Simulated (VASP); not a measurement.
# RbCu (Fm-3m) in VASP: single point with PBE

Aim: the single point of RbCu with PBE.

All numbers are computed with VASP 6.6.1; they aren't measurements. Logs are shortened: lines on timing, memory, paths and dates and some standing lists are left out, and cuts for length are marked.

## Step 1: The cell of the first run

The structure is cubic, space group Fm-3m (No. 225). Conventional cell: a = 5.423 Å, b = 5.423 Å, c = 5.423 Å, α = 90.00°, β = 90.00°, γ = 90.00°. Rb (site symmetry m-3m) has 6 Cu at 2.71 Å within 3.6 Å. Cu (site symmetry m-3m) has 6 Rb at 2.71 Å within 3.6 Å.

## Step 2: Single point, PBE

Input file INCAR:

```
SYSTEM = RbCu
ALGO = Normal
EDIFF = 1E-7
ENCUT = 520
GGA = PE
ISIF = 2
ISMEAR = 0
LASPH = .True.
LCHARG = .False.
LREAL = .False.
LWAVE = .False.
NBANDS = 17
NELM = 80
PREC = Accurate
SIGMA = 0.1
```

Input file KPOINTS:

```
k-points
0
Gamma
  6 6 6
  0 0 0
```

Input file POSCAR:

```
RbCu
1.0
    0.0000000000      2.7116539900      2.7116539900
    2.7116539900      0.0000000000      2.7116539900
    2.7116539900      2.7116539900      0.0000000000
Rb Cu
1 1
Direct
    0.5000000000      0.5000000000      0.5000000000
    0.0000000000      0.0000000000      0.0000000000
```

Potentials or basis: VASP PAW PBE potentials, release 64 (Rb_sv, Cu).

Run with:

```console
$ cat potpaw_PBE.64/Rb_sv/POTCAR potpaw_PBE.64/Cu/POTCAR > POTCAR
$ mpirun -np 1 vasp_std > vasp.out
```

OUTCAR:

```text
SYSTEM = RbCu
   EDIFF = 1E-7
   ENCUT = 520
   GGA = PE
   ISIF = 2
   ISMEAR = 0
   LASPH = .True.
   LREAL = .False.
   NELM = 80
   PREC = Accurate

 ion  position               nearest neighbor table
   1  0.500  0.500  0.500-   2 2.71   2 2.71   2 2.71   2 2.71   2 2.71   2 2.71
   2  0.000  0.000  0.000-   1 2.71   1 2.71   1 2.71   1 2.71   1 2.71   1 2.71

  LATTYP: Found a face centered cubic cell.
 ALAT       =     5.4233079800

  Lattice vectors:

 A1 = (   0.0000000000,   2.7116539900,   2.7116539900)
 A2 = (   2.7116539900,   0.0000000000,   2.7116539900)
 A3 = (   2.7116539900,   2.7116539900,   0.0000000000)

Analysis of symmetry for initial positions (statically):
=====================================================================
 Subroutine PRICEL returns:
 Original cell was already a primitive cell.

 Routine SETGRP: Setting up the symmetry group for a
 face centered cubic supercell.

 Subroutine GETGRP returns: Found 48 space group operations
 (whereof 48 operations were pure point group operations)
 out of a pool of 48 trial point group operations.

The static configuration has the point symmetry O_h .

Analysis of symmetry for dynamics (positions and initial velocities):
=====================================================================
 Subroutine PRICEL returns:
 Original cell was already a primitive cell.

 Routine SETGRP: Setting up the symmetry group for a
 face centered cubic supercell.

 Subroutine GETGRP returns: Found 48 space group operations
 (whereof 48 operations were pure point group operations)
 out of a pool of 48 trial point group operations.

The dynamic configuration has the point symmetry O_h .

 Subroutine INISYM returns: Found 48 space group operations
 (whereof 48 operations are pure point group operations),
 and found     1 'primitive' translations

----------------------------------------------------------------------------------------

                                     Primitive cell

  volume of cell :      39.8779

  direct lattice vectors                    reciprocal lattice vectors
     0.000000000  2.711653990  2.711653990    -0.184389307  0.184389307  0.184389307
     2.711653990  0.000000000  2.711653990     0.184389307 -0.184389307  0.184389307
     2.711653990  2.711653990  0.000000000     0.184389307  0.184389307 -0.184389307

  length of vectors
     3.834857849  3.834857849  3.834857849     0.319371648  0.319371648  0.319371648

  position of ions in fractional coordinates (direct lattice)
     0.500000000  0.500000000  0.500000000
     0.000000000  0.000000000  0.000000000

  ion indices of the primitive-cell ions
   primitive index   ion index
                 1           1
                 2           2

----------------------------------------------------------------------------------------

 KPOINTS: k-points

Automatic generation of k-mesh.
 Grid dimensions read from file:
 generate k-points for:    6    6    6

 Generating k-lattice:

  Cartesian coordinates                     Fractional coordinates (reciprocal lattice)
    -0.030731551  0.030731551  0.030731551     0.166666667  0.000000000  0.000000000
     0.030731551 -0.030731551  0.030731551     0.000000000  0.166666667  0.000000000
     0.030731551  0.030731551 -0.030731551     0.000000000  0.000000000  0.166666667

  Length of vectors
     0.053228608  0.053228608  0.053228608

  Shift w.r.t. Gamma in fractional coordinates (k-lattice)
     0.000000000  0.000000000  0.000000000

 Subroutine IBZKPT returns following result:
 ===========================================

 Found     16 irreducible k-points:

 Following reciprocal coordinates:
            Coordinates               Weight
  0.000000  0.000000  0.000000      1.000000
  0.166667  0.000000  0.000000      8.000000
  0.333333  0.000000  0.000000      8.000000
  0.500000  0.000000  0.000000      4.000000
  0.166667  0.166667  0.000000      6.000000
  0.333333  0.166667  0.000000     24.000000
[... 8 lines left out ...]
 -0.333333  0.333333  0.166667     24.000000
 -0.333333  0.500000  0.166667     12.000000
   k-points           NKPTS =     16   k-points in BZ     NKDIM =     16   number of bands    NBANDS=     17
   number of dos      NEDOS =    301   number of ions     NIONS =      2
   total plane-waves  NPLWV =  27000
   dimension x,y,z NGX =    30 NGY =   30 NGZ =   30
   dimension x,y,z NGXF=    60 NGYF=   60 NGZF=   60
   ions per type =               1   1
   NGX,Y,Z   is equivalent  to a cutoff of  13.01, 13.01, 13.01 a.u.
   NGXF,Y,Z  is equivalent  to a cutoff of  26.01, 26.01, 26.01 a.u.
 SYSTEM =  RbCu
   PREC   = accura    normal or accurate (medium, high low for compatibility)
   ISTART =      0    job   : 0-new  1-cont  2-samecut
   ICHARG =      2    charge: 1-file 2-atom 10-const
   ISPIN  =      1    spin polarized calculation?
   LNONCOLLINEAR =      F non collinear calculations
   LSORBIT =      F    spin-orbit coupling
   LASPH  =      T    aspherical Exc in radial PAW
   ENCUT  =  520.0 eV  38.22 Ry    6.18 a.u.   7.13  7.13  7.13*2*pi/ulx,y,z
   NELM   =     80;   NELMIN=  2; NELMDL= -5     # of ELM steps
   EDIFF  = 0.1E-06   stopping-criterion for ELM
   LREAL  =      F    real-space projection
   EDIFFG = 0.1E-05   stopping-criterion for IOM
   NSW    =      0    number of steps for IOM
   IBRION =     -1    ionic relax: 0-MD 1-quasi-New 2-CG
   NFREE  =      0    steps in history (QN), initial steepest desc. (CG)
   ISIF   =      2    stress and relaxation
   ISYM   =      2    0-nonsym 1-usesym 2-fastsym
   POTIM  = 0.5000    time-step for ionic-motion
   TEBEG  =    0.0;   TEEND  =   0.0 temperature during run
   PSTRESS=    0.0 pullay stress
   NELECT =      20.0000    total number of electrons
   NUPDOWN=      -1.0000    fix difference up-down
   EMIN   =  10.00;   EMAX   =-10.00  energy-range for DOS
   EFERMI =   0.00;   METHOD = LEGACY
   ISMEAR =     0;   SIGMA  =   0.10  broadening in eV -4-tet -1-fermi 0-gaus
   EFERMI_NEDOS =   21; number of points for ismear=-14 and -15
   IALGO  =     38    algorithm
   IMIX   =      4    mixing-type and parameters
     AMIX     =   0.40;   BMIX     =  1.00
     AMIX_MAG =   1.60;   BMIX_MAG =  1.00
  volume/ion in A,a.u.               =      19.94       134.55
  Fermi-wavevector in a.u.,A,eV,Ry     =   1.300690  2.457948 23.018271  1.691795
  Thomas-Fermi vector in A             =   2.431873
   LORBIT       =      0    0 simple, 1 ext, 2 COOP (PROOUT), +10 PAW based schemes
   GGA     = PE    functional components
   LHFCALC =     F    Hartree Fock is set to
   AEXX    =    0.0000 exact exchange contribution
   IVDW    =     0    specifies the selected vdW correction
   LEPSILON=     F    determine dielectric tensor
   LRPA    =     F    only Hartree local field effects (RPA)
 non-spin polarized calculation
 Gauss-broadening in eV      SIGMA  =   0.10
  energy-cutoff  :      520.00
  volume of cell :       39.88
 maximum number of plane-waves:      1090
 NGX is ok and might be reduce to    30
   NGX = 15   NGY = 15   NGZ = 15

 number of electron      20.0000001 magnetization

 Free energy of the ion-electron system (eV)
  ---------------------------------------------------
  ext. energy  EPLUGINS =         0.00000000
  ---------------------------------------------------
  free energy    TOTEN  =        -1.25441568 eV

  energy without entropy =       -1.25441568  energy(sigma->0) =       -1.25441568

 E-fermi :   4.5511     XC(G=0): -10.2964

 val. band max:        4.0108624398   @ k =   0.5000   0.1667   0.0000
 cond. band min:       5.1805630219   @ k =   0.5000   0.1667   0.0000
 fundamental gap:      1.1697005821
 Fermi energy:         4.5510653807

 k-point     1 :       0.0000    0.0000    0.0000
  band No.  band energies     occupation
      1     -23.0691      2.00000
      2      -6.7632      2.00000
      3      -6.7632      2.00000
      4      -6.7632      2.00000
      5       0.2139      2.00000
      6       1.3297      2.00000
[... 9 lines left out ...]
     16      12.9567      0.00000
     17      12.9567      0.00000

 k-point     2 :       0.1667    0.0000    0.0000
  band No.  band energies     occupation
      1     -23.0261      2.00000
      2      -7.2334      2.00000
      3      -6.8335      2.00000
      4      -6.8335      2.00000
      5       1.0294      2.00000
      6       1.4039      2.00000
[... 9 lines left out ...]
     16      12.5527      0.00000
     17      15.5220      0.00000

 k-point     3 :       0.3333    0.0000    0.0000
  band No.  band energies     occupation
      1     -22.9382      2.00000
      2      -8.0057      2.00000
      3      -6.9678      2.00000
      4      -6.9678      2.00000
      5       1.5165      2.00000
      6       1.5975      2.00000
[... 9 lines left out ...]
     16      12.4495      0.00000
     17      17.3371      0.00000

 k-point     4 :       0.5000    0.0000    0.0000
  band No.  band energies     occupation
      1     -22.8932      2.00000
      2      -8.3388      2.00000
      3      -7.0321      2.00000
      4      -7.0321      2.00000
      5       1.6369      2.00000
      6       1.6859      2.00000
[... 9 lines left out ...]
     16      13.5839      0.00000
     17      14.9103      0.00000
[... 183 lines left out ...]
      1     -22.8858      2.00000
      2      -7.9377      2.00000
      3      -7.3451      2.00000
      4      -7.1374      2.00000
      5       1.3029      2.00000
      6       1.5201      2.00000
[... 9 lines left out ...]
     16      15.3525      0.00000
     17      15.7353      0.00000

 k-point    15 :      -0.3333    0.3333    0.1667
  band No.  band energies     occupation
      1     -22.8577      2.00000
      2      -7.9406      2.00000
      3      -7.5340      2.00000
      4      -7.2258      2.00000
      5       1.5149      2.00000
      6       1.5257      2.00000
[... 9 lines left out ...]
     16      14.7861      0.00000
     17      17.2495      0.00000

 k-point    16 :      -0.3333    0.5000    0.1667
  band No.  band energies     occupation
      1     -22.8468      2.00000
      2      -7.8807      2.00000
      3      -7.4776      2.00000
      4      -7.3710      2.00000
      5       1.2321      2.00000
      6       1.5851      2.00000
[... 9 lines left out ...]
     16      14.8583      0.00000
     17      15.4164      0.00000

------------------------ aborting loop because EDIFF is reached ----------------------------------------

  FORCE on cell =-STRESS in cart. coord.  units (eV):
  Direction    XX          YY          ZZ          XY          YZ          ZX
  --------------------------------------------------------------------------------------
  -------------------------------------------------------------------------------------
  Total        7.2808904      7.2808904      7.2808904     -0.0000000     -0.0000000     -0.0000000
  in kB      292.5245123    292.5245123    292.5245123     -0.0000000     -0.0000000     -0.0000000
  external PRESSURE =     292.5245123 kB  Pullay stress =       0.0000000 kB

 VOLUME and BASIS-vectors are now :
 -----------------------------------------------------------------------------
  energy-cutoff  :      520.00
  volume of cell :       39.88
      direct lattice vectors                 reciprocal lattice vectors
     0.000000000  2.711653990  2.711653990    -0.184389307  0.184389307  0.184389307
     2.711653990  0.000000000  2.711653990     0.184389307 -0.184389307  0.184389307
     2.711653990  2.711653990  0.000000000     0.184389307  0.184389307 -0.184389307

 POSITION                                       TOTAL-FORCE (eV/Angst)
 -----------------------------------------------------------------------------------
      2.71165      2.71165      2.71165         0.000000     -0.000000      0.000000
      0.00000      0.00000      0.00000        -0.000000      0.000000     -0.000000
 -----------------------------------------------------------------------------------
    total drift:                               -0.000000      0.000000      0.000000

  FREE ENERGIE OF THE ION-ELECTRON SYSTEM (eV)
  ---------------------------------------------------
  free  energy   TOTEN  =        -1.2544156826 eV

  energy  without entropy=       -1.2544156826  energy(sigma->0) =       -1.25441568
```

It took 32 s on 1 thread of Intel Xeon 8259CL, shared host; peak memory 0.17 GiB.

What came out:

```
Free energy            : -1.2544 eV
Pressure               : 29.3 GPa
Band gap on the k mesh : 1.17 eV, direct
```

Levels at points of the mesh, in eV from the valence-band top:
```
           k point  band 8  band 9  band 10  band 11  band 12  band 13
(0.00, 0.00, 0.00)   -2.67   -2.67    -2.67     6.02     6.02     6.02
(0.50, 0.00, 0.00)   -2.01   -2.01    -0.24     1.44     3.28     3.28
(0.50, 0.50, 0.00)   -2.22   -2.22    -1.76     3.35     3.84     7.09
```

A k mesh can miss the band edges.
